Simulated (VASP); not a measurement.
Here is a VASP 6.6.1 calculation.

File INCAR:

```
SYSTEM = Te
ALGO = Normal
EDIFF = 1E-6
EDIFFG = -0.005
ENCUT = 600
GGA = PS
IBRION = 2
ISIF = 4
ISMEAR = -1
LASPH = .TRUE.
LCHARG = .FALSE.
LREAL = .FALSE.
LWAVE = .FALSE.
NELM = 100
NSW = 50
PREC = Accurate
SIGMA = 0.08
```

Contents of KPOINTS:

```
k-points
0
G
  14 14 8
  0 0 0
```

File POSCAR:

```
Te
1.0
    3.0183979515      0.0000000000      0.0000000000
   -1.5091989758      2.6140093047      0.0000000000
    0.0000000000      0.0000000000      3.3639771783
Te
2
Direct
    0.3333333333      0.6666666667      0.2500000000
    0.6666666667      0.3333333333      0.7500000000
```

Potentials or basis: VASP PAW PBE potentials, release 64 (Te).

Launch:

```console
$ cat potpaw_PBE.64/Te/POTCAR > POTCAR
$ mpirun -np 1 vasp_std > vasp.out
```

Predict the band gap on the k mesh.

zero (band 6 reaches 29.68 eV, above the bottom of band 7 at 18.66 eV).

Final structure:
```
Te
1.0
     2.68399    0.00000    0.00000
    -1.34199    2.32440    0.00000
     0.00000    0.00000    4.25447
Te
2
Cartesian
  0.0000 1.5496 1.0636
  1.3420 0.7748 3.1909
```

Caveat: spin-orbit coupling is left out, which moves the levels of the heavy elements.
